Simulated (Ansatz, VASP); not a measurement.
# Two plane-wave programs on C

The input INCAR:

```
SYSTEM = C
  PREC = Accurate
  ENCUT = 520
  EDIFF = 1E-6
  ISMEAR = 0
  SIGMA = 0.05
  LREAL = Auto
  LASPH = .TRUE.
  NELM = 80
  ALGO = Normal
  ISIF = 2
  LWAVE = .FALSE.
  LCHARG = .FALSE.
  GGA = PE
  NBANDS = 46
```

File KPOINTS:

```
Automatic mesh
0
G
  10 10 2
  0 0 0
```

File POSCAR:

```
C
1.0
   -2.5180184914      0.0000000000      0.0000000000
   -1.2590092457     -2.1806679808      0.0000000000
   -0.5036036983      0.0000000000     16.6091763648
C
16
Direct
   -0.1342968164      0.0000000000      0.6714840821
   -0.0342968164      0.0000000000      0.1714840821
   -0.1842968164      1.0000000000      0.9214840821
   -0.0842968164      1.0000000000      0.4214840821
   -0.1657031836      0.0000000000      0.8285159179
   -0.0657031836      0.0000000000      0.3285159179
   -0.0157031836      1.0000000000      0.0785159179
   -0.1157031836      1.0000000000      0.5785159179
    0.1927804771      0.3333333333      0.7027642813
    0.2927804771      0.3333333333      0.2027642813
    0.4761138104      0.6666666667      0.9527642813
    0.5761138104      0.6666666667      0.4527642813
    0.1738861896      0.3333333333      0.7972357187
    0.2738861896      0.3333333333      0.2972357187
    0.6572195229      0.6666666667      0.0472357187
    0.5572195229      0.6666666667      0.5472357187
```

Input for Ansatz:

```yaml
crystal:
  lattice:
    - [-2.5180184914, 0.0, 0.0]
    - [-1.2590092457, -2.1806679808, 0.0]
    - [-0.5036036983, 0.0, 16.6091763648]
  atoms:
    - { symbol: C, position: [-0.1342968164, 0.0, 0.6714840821] }
    - { symbol: C, position: [-0.0342968164, 0.0, 0.1714840821] }
    - { symbol: C, position: [-0.1842968164, 1.0, 0.9214840821] }
    - { symbol: C, position: [-0.0842968164, 1.0, 0.4214840821] }
    - { symbol: C, position: [-0.1657031836, 0.0, 0.8285159179] }
    - { symbol: C, position: [-0.0657031836, 0.0, 0.3285159179] }
    - { symbol: C, position: [-0.0157031836, 1.0, 0.0785159179] }
    - { symbol: C, position: [-0.1157031836, 1.0, 0.5785159179] }
    - { symbol: C, position: [0.1927804771, 0.3333333333, 0.7027642813] }
    - { symbol: C, position: [0.2927804771, 0.3333333333, 0.2027642813] }
    - { symbol: C, position: [0.4761138104, 0.6666666667, 0.9527642813] }
    - { symbol: C, position: [0.5761138104, 0.6666666667, 0.4527642813] }
    - { symbol: C, position: [0.1738861896, 0.3333333333, 0.7972357187] }
    - { symbol: C, position: [0.2738861896, 0.3333333333, 0.2972357187] }
    - { symbol: C, position: [0.6572195229, 0.6666666667, 0.0472357187] }
    - { symbol: C, position: [0.5572195229, 0.6666666667, 0.5472357187] }
basis:
  ecutwfc: 420
kpoints:
  mp_grid: { grid: [10, 10, 2] }
hamiltonian:
  xc: pbe
scf:
  occupations: { method: gaussian, width: 0.05 }
output:
  forces: true
  stress: true
  eigenvalues: true
```

Alike in both runs: task single point; functional PBE; k mesh 10 × 10 × 2; occupations gaussian, width 0.05 eV; no spin polarisation.

|  | VASP | Ansatz |
| --- | --- | --- |
| version | VASP 6.6.1 | Ansatz 0.2.0 |
| potentials or method | VASP PAW PBE potentials, release 64 (C), cutoff 520 eV | scalar-relativistic, plane waves, PAW |
| valence electrons in the cell | 64 | 64 |

```tsv
	VASP	Ansatz	Ansatz less VASP
gap on the k mesh at the Fermi level (eV)	3.99	4.00	+0.006
least direct gap on the mesh (eV)	5.07	5.07	+0.006
pressure (GPa)	0.6	0.0	-0.60
traceless stress, the component that is largest in VASP (GPa)	12.99	12.98	-0.013
rms of the force components (eV/Å)	0.674	0.675	+0.0015
```

Atom by atom the forces differ by 0.005 eV/Å (rms over components). The functional is the same, so the differences come from potentials, cutoffs and numerics.
